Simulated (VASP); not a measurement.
# Cs2BeVF6 (Fm-3m) in VASP: single point with r2SCAN

Aim: the single point of Cs2BeVF6 with r2SCAN.

Everything below comes from runs of VASP 6.6.1. Logs are shortened: lines on timing, memory, paths and dates and some standing lists are left out, and cuts for length are marked.

### 1 The cell of the first run

It takes space group Fm-3m (No. 225, cubic). Conventional cell: a = 8.620 Å, b = 8.620 Å, c = 8.620 Å, α = 90.00°, β = 90.00°, γ = 90.00°. F (site symmetry 4mm) has 1 V at 1.85 Å and 1 Be at 2.46 Å within 2.5 Å. Within 3.2 Å of Be (site symmetry m-3m) lie 6 F at 2.46 Å. V (site symmetry m-3m) has 6 F at 1.85 Å within 2.5 Å. Cs (site symmetry -43m) has 12 F at 3.06 Å and 4 Be at 3.73 Å and 4 V at 3.73 Å within 4.0 Å.

### 2 Single point, r2SCAN

POSCAR reads:

```
Cs2BeVF6
1.0
    0.0000000000      4.3098000000      4.3098000000
    4.3098000000      0.0000000000      4.3098000000
    4.3098000000      4.3098000000      0.0000000000
F Be V Cs
6 1 1 2
Direct
    0.7850000000      0.2150000000      0.2150000000
    0.2150000000      0.7850000000      0.2150000000
    0.2150000000      0.7850000000      0.7850000000
    0.7850000000      0.2150000000      0.7850000000
    0.2150000000      0.2150000000      0.7850000000
    0.7850000000      0.7850000000      0.2150000000
    0.5000000000      0.5000000000      0.5000000000
    0.0000000000      0.0000000000      0.0000000000
    0.2500000000      0.2500000000      0.2500000000
    0.7500000000      0.7500000000      0.7500000000
```

INCAR.step1 reads:

```
PREC = Accurate
ENCUT = 520
ISMEAR = -1
SIGMA = 0.1
LREAL = F
LASPH = T
NELM = 80
NBANDS = 48
GGA = PE
ALGO = Normal
EDIFF = 1E-4
LWAVE = T
LCHARG = F
```

INCAR.step2 reads:

```
PREC = Accurate
ENCUT = 520
EDIFF = 1E-6
ISMEAR = -1
SIGMA = 0.1
LREAL = F
LASPH = T
NELM = 80
ALGO = Normal
ISIF = 2
LWAVE = F
LCHARG = T
METAGGA = R2SCAN
LMIXTAU = T
LELF = T
LVHAR = T
NBANDS = 48
ISTART = 1
```

KPOINTS reads:

```
Automatic mesh
0
Gamma
  4 4 4
```

Potentials or basis: VASP PAW PBE potentials, release 64 (F, Be, V_sv, Cs_sv).

The run is started by

```bash
$ cat potpaw_PBE.64/F/POTCAR potpaw_PBE.64/Be/POTCAR potpaw_PBE.64/V_sv/POTCAR potpaw_PBE.64/Cs_sv/POTCAR > POTCAR
$ cp INCAR.step1 INCAR
$ mpirun -np 1 vasp_std > vasp.out
$ cp INCAR.step2 INCAR
$ mpirun -np 1 vasp_std > vasp.out
```

OUTCAR:

```text
PREC = Accurate
   ENCUT = 520
   EDIFF = 1E-6
   ISMEAR = -1
   LREAL = F
   LASPH = T
   NELM = 80
   ISIF = 2
   METAGGA = R2SCAN
   ISTART = 1

 ion  position               nearest neighbor table
   1  0.785  0.215  0.215-   8 1.85
   2  0.215  0.785  0.215-   8 1.85
   3  0.215  0.785  0.785-   8 1.85
   4  0.785  0.215  0.785-   8 1.85
   5  0.215  0.215  0.785-   8 1.85
   6  0.785  0.785  0.215-   8 1.85
   7  0.500  0.500  0.500-
   8  0.000  0.000  0.000-   1 1.85   2 1.85   3 1.85   4 1.85   5 1.85   6 1.85
   9  0.250  0.250  0.250-
  10  0.750  0.750  0.750-

  LATTYP: Found a face centered cubic cell.
 ALAT       =     8.6196000000

  Lattice vectors:

 A1 = (   0.0000000000,   4.3098000000,   4.3098000000)
 A2 = (   4.3098000000,   0.0000000000,   4.3098000000)
 A3 = (   4.3098000000,   4.3098000000,   0.0000000000)

Analysis of symmetry for initial positions (statically):
=====================================================================
 Subroutine PRICEL returns:
 Original cell was already a primitive cell.

 Routine SETGRP: Setting up the symmetry group for a
 face centered cubic supercell.

 Subroutine GETGRP returns: Found 48 space group operations
 (whereof 48 operations were pure point group operations)
 out of a pool of 48 trial point group operations.

The static configuration has the point symmetry O_h .

Analysis of symmetry for dynamics (positions and initial velocities):
=====================================================================
 Subroutine PRICEL returns:
 Original cell was already a primitive cell.

 Routine SETGRP: Setting up the symmetry group for a
 face centered cubic supercell.

 Subroutine GETGRP returns: Found 48 space group operations
 (whereof 48 operations were pure point group operations)
 out of a pool of 48 trial point group operations.

The dynamic configuration has the point symmetry O_h .

 Subroutine INISYM returns: Found 48 space group operations
 (whereof 48 operations are pure point group operations),
 and found     1 'primitive' translations

----------------------------------------------------------------------------------------

                                     Primitive cell

  volume of cell :     160.1037

  direct lattice vectors                    reciprocal lattice vectors
     0.000000000  4.309800000  4.309800000    -0.116014664  0.116014664  0.116014664
     4.309800000  0.000000000  4.309800000     0.116014664 -0.116014664  0.116014664
     4.309800000  4.309800000  0.000000000     0.116014664  0.116014664 -0.116014664

  length of vectors
     6.094977611  6.094977611  6.094977611     0.200943293  0.200943293  0.200943293

  position of ions in fractional coordinates (direct lattice)
     0.785000000  0.215000000  0.215000000
     0.215000000  0.785000000  0.215000000
     0.215000000  0.785000000  0.785000000
     0.785000000  0.215000000  0.785000000
     0.215000000  0.215000000  0.785000000
     0.785000000  0.785000000  0.215000000
     0.500000000  0.500000000  0.500000000
     0.000000000  0.000000000  0.000000000
     0.250000000  0.250000000  0.250000000
     0.750000000  0.750000000  0.750000000

  ion indices of the primitive-cell ions
   primitive index   ion index
                 1           1
                 2           2
                 3           3
                 4           4
                 5           5
                 6           6
                 7           7
                 8           8
                 9           9
                10          10

----------------------------------------------------------------------------------------

 KPOINTS: Automatic mesh

Automatic generation of k-mesh.
 Grid dimensions read from file:
 generate k-points for:    4    4    4

 Generating k-lattice:

  Cartesian coordinates                     Fractional coordinates (reciprocal lattice)
    -0.029003666  0.029003666  0.029003666     0.250000000  0.000000000  0.000000000
     0.029003666 -0.029003666  0.029003666     0.000000000  0.250000000  0.000000000
     0.029003666  0.029003666 -0.029003666     0.000000000  0.000000000  0.250000000

  Length of vectors
     0.050235823  0.050235823  0.050235823

  Shift w.r.t. Gamma in fractional coordinates (k-lattice)
     0.000000000  0.000000000  0.000000000

 Subroutine IBZKPT returns following result:
 ===========================================

 Found      8 irreducible k-points:

 Following reciprocal coordinates:
            Coordinates               Weight
  0.000000  0.000000  0.000000      1.000000
  0.250000  0.000000  0.000000      8.000000
  0.500000  0.000000  0.000000      4.000000
  0.250000  0.250000  0.000000      6.000000
  0.500000  0.250000  0.000000     24.000000
 -0.250000  0.250000  0.000000     12.000000
  0.500000  0.500000  0.000000      3.000000
 -0.250000  0.500000  0.250000      6.000000
   k-points           NKPTS =      8   k-points in BZ     NKDIM =      8   number of bands    NBANDS=     48
   number of dos      NEDOS =    301   number of ions     NIONS =     10
   total plane-waves  NPLWV = 110592
   dimension x,y,z NGX =    48 NGY =   48 NGZ =   48
   dimension x,y,z NGXF=    96 NGYF=   96 NGZF=   96
   ions per type =               6   1   1   2
   NGX,Y,Z   is equivalent  to a cutoff of  13.09, 13.09, 13.09 a.u.
   NGXF,Y,Z  is equivalent  to a cutoff of  26.18, 26.18, 26.18 a.u.
 SYSTEM =  unknown system
   PREC   = accura    normal or accurate (medium, high low for compatibility)
   ISTART =      1    job   : 0-new  1-cont  2-samecut
   ICHARG =      0    charge: 1-file 2-atom 10-const
   ISPIN  =      1    spin polarized calculation?
   LNONCOLLINEAR =      F non collinear calculations
   LSORBIT =      F    spin-orbit coupling
   LASPH  =      T    aspherical Exc in radial PAW
   ENCUT  =  520.0 eV  38.22 Ry    6.18 a.u.  11.33 11.33 11.33*2*pi/ulx,y,z
   NELM   =     80;   NELMIN=  2; NELMDL=  0     # of ELM steps
   EDIFF  = 0.1E-05   stopping-criterion for ELM
   LREAL  =      F    real-space projection
   EDIFFG = 0.1E-04   stopping-criterion for IOM
   NSW    =      0    number of steps for IOM
   IBRION =     -1    ionic relax: 0-MD 1-quasi-New 2-CG
   NFREE  =      0    steps in history (QN), initial steepest desc. (CG)
   ISIF   =      2    stress and relaxation
   ISYM   =      2    0-nonsym 1-usesym 2-fastsym
   POTIM  = 0.5000    time-step for ionic-motion
   TEBEG  =    0.0;   TEEND  =   0.0 temperature during run
   PSTRESS=    0.0 pullay stress
   NELECT =      75.0000    total number of electrons
   NUPDOWN=      -1.0000    fix difference up-down
   EMIN   =  10.00;   EMAX   =-10.00  energy-range for DOS
   EFERMI =   0.00;   METHOD = LEGACY
   ISMEAR =    -1;   SIGMA  =   0.10  broadening in eV -4-tet -1-fermi 0-gaus
   EFERMI_NEDOS =   21; number of points for ismear=-14 and -15
   IALGO  =     38    algorithm
   IMIX   =      4    mixing-type and parameters
     AMIX     =   0.40;   BMIX     =  1.00
     AMIX_MAG =   1.60;   BMIX_MAG =  1.00
  volume/ion in A,a.u.               =      16.01       108.04
  Fermi-wavevector in a.u.,A,eV,Ry     =   1.271437  2.402667 21.994522  1.616552
  Thomas-Fermi vector in A             =   2.404370
   LORBIT       =      0    0 simple, 1 ext, 2 COOP (PROOUT), +10 PAW based schemes
   METAGGA = R2SCAN    functional components
   LHFCALC =     F    Hartree Fock is set to
   AEXX    =    0.0000 exact exchange contribution
   IVDW    =     0    specifies the selected vdW correction
   LEPSILON=     F    determine dielectric tensor
   LRPA    =     F    only Hartree local field effects (RPA)
 non-spin polarized calculation
  energy-cutoff  :      520.00
  volume of cell :      160.10
 maximum number of plane-waves:      4338
 NGX is ok and might be reduce to    48
   NGX = 23   NGY = 23   NGZ = 23

 number of electron      75.0000034 magnetization

 Free energy of the ion-electron system (eV)
  ---------------------------------------------------
  ext. energy  EPLUGINS =         0.00000000
  ---------------------------------------------------
  free energy    TOTEN  =      -111.16309737 eV

  energy without entropy =     -110.74510950  energy(sigma->0) =     -110.95410344

 E-fermi :   3.6924     XC(G=0): -10.0750

 val. band max:        3.6575080903   @ k =  -0.2500   0.2500   0.0000
 cond. band min:       3.7278905722   @ k =   0.5000   0.5000   0.0000
 fundamental gap:      0.0703824819
 Fermi energy:         3.6924096357

 k-point     1 :       0.0000    0.0000    0.0000
  band No.  band energies     occupation
      1     -65.1591      2.00000
      2     -37.9971      2.00000
      3     -37.9971      2.00000
      4     -37.9971      2.00000
      5     -23.2690      2.00000
      6     -22.7773      2.00000
[... 40 lines left out ...]
     47       7.7426      0.00000
     48       9.4217      0.00000

 k-point     2 :       0.2500    0.0000    0.0000
  band No.  band energies     occupation
      1     -65.1591      2.00000
      2     -37.9972      2.00000
      3     -37.9971      2.00000
      4     -37.9971      2.00000
      5     -23.2356      2.00000
      6     -22.7856      2.00000
[... 40 lines left out ...]
     47       8.2529      0.00000
     48       9.9694      0.00000

 k-point     3 :       0.5000    0.0000    0.0000
  band No.  band energies     occupation
      1     -65.1591      2.00000
      2     -37.9972      2.00000
      3     -37.9971      2.00000
      4     -37.9971      2.00000
      5     -23.1990      2.00000
      6     -22.7930      2.00000
[... 244 lines left out ...]
     47       9.1798      0.00000
     48       9.6442      0.00000

 k-point     8 :      -0.2500    0.5000    0.2500
  band No.  band energies     occupation
      1     -65.1591      2.00000
      2     -37.9972      2.00000
      3     -37.9971      2.00000
      4     -37.9971      2.00000
      5     -23.1751      2.00000
      6     -22.8129      2.00000
[... 40 lines left out ...]
     47       8.9759      0.00000
     48      10.0243      0.00000

------------------------ aborting loop because EDIFF is reached ----------------------------------------

  FORCE on cell =-STRESS in cart. coord.  units (eV):
  Direction    XX          YY          ZZ          XY          YZ          ZX
  --------------------------------------------------------------------------------------
  -------------------------------------------------------------------------------------
  Total        8.0695252      8.0695252      8.0695252      0.0000000      0.0000000     -0.0000000
  in kB       80.7527312     80.7527312     80.7527312      0.0000000      0.0000000     -0.0000000
  external PRESSURE =      80.7527312 kB  Pullay stress =       0.0000000 kB

 VOLUME and BASIS-vectors are now :
 -----------------------------------------------------------------------------
  energy-cutoff  :      520.00
  volume of cell :      160.10
      direct lattice vectors                 reciprocal lattice vectors
     0.000000000  4.309800000  4.309800000    -0.116014664  0.116014664  0.116014664
     4.309800000  0.000000000  4.309800000     0.116014664 -0.116014664  0.116014664
     4.309800000  4.309800000  0.000000000     0.116014664  0.116014664 -0.116014664

 POSITION                                       TOTAL-FORCE (eV/Angst)
 -----------------------------------------------------------------------------------
      1.85321      4.30980      4.30980         1.013698     -0.000000      0.000000
      4.30980      1.85321      4.30980         0.000000      1.013698      0.000000
      6.76639      4.30980      4.30980        -1.013698     -0.000000      0.000000
      4.30980      6.76639      4.30980         0.000000     -1.013698      0.000000
      4.30980      4.30980      1.85321         0.000000     -0.000000      1.013698
      4.30980      4.30980      6.76639         0.000000     -0.000000     -1.013698
      4.30980      4.30980      4.30980         0.000000     -0.000000      0.000000
      0.00000      0.00000      0.00000         0.000000     -0.000000      0.000000
      2.15490      2.15490      2.15490         0.000000     -0.000000     -0.000000
      6.46470      6.46470      6.46470         0.000000      0.000000      0.000000
 -----------------------------------------------------------------------------------
    total drift:                                0.000000      0.000000     -0.000000

  FREE ENERGIE OF THE ION-ELECTRON SYSTEM (eV)
  ---------------------------------------------------
  free  energy   TOTEN  =      -111.1630973712 eV

  energy  without entropy=     -110.7451095047  energy(sigma->0) =     -110.95410344
```

It took 8.7 min on 1 thread of Intel Xeon 8259CL, shared host; peak memory 0.4 GiB.

What came out:

```yaml
Free_energy: -111.1631 eV
Pressure: 8.1 GPa
Largest_force: 1.014 eV/Å
Band_gap_on_the_k_mesh: zero (an odd number of electrons rules out a gap without spin polarisation)
```

Forces on the atoms (eV/Å):
```
F    1.014  0.000  0.000
F    0.000  1.014  0.000
F   -1.014  0.000  0.000
F    0.000 -1.014  0.000
F    0.000  0.000  1.014
F    0.000  0.000 -1.014
Be   0.000  0.000  0.000
V    0.000  0.000  0.000
Cs   0.000  0.000  0.000
Cs   0.000  0.000  0.000
```

Caveat: the cell stands under pressure; the PAW data sets were made with another functional, which shifts forces and pressure a little; spin-orbit coupling is left out, which moves the levels of the heavy elements; an odd number of electrons without spin polarisation forces a metal; a magnetic or distorted state may lie lower; the run has no spin polarisation, though such a crystal can be magnetic; semilocal functionals often make such compounds metallic where correlation or magnetic order opens a gap, which also shifts bond lengths.

The gap in the log of VASP goes by the Fermi energy; the results here count the filled bands.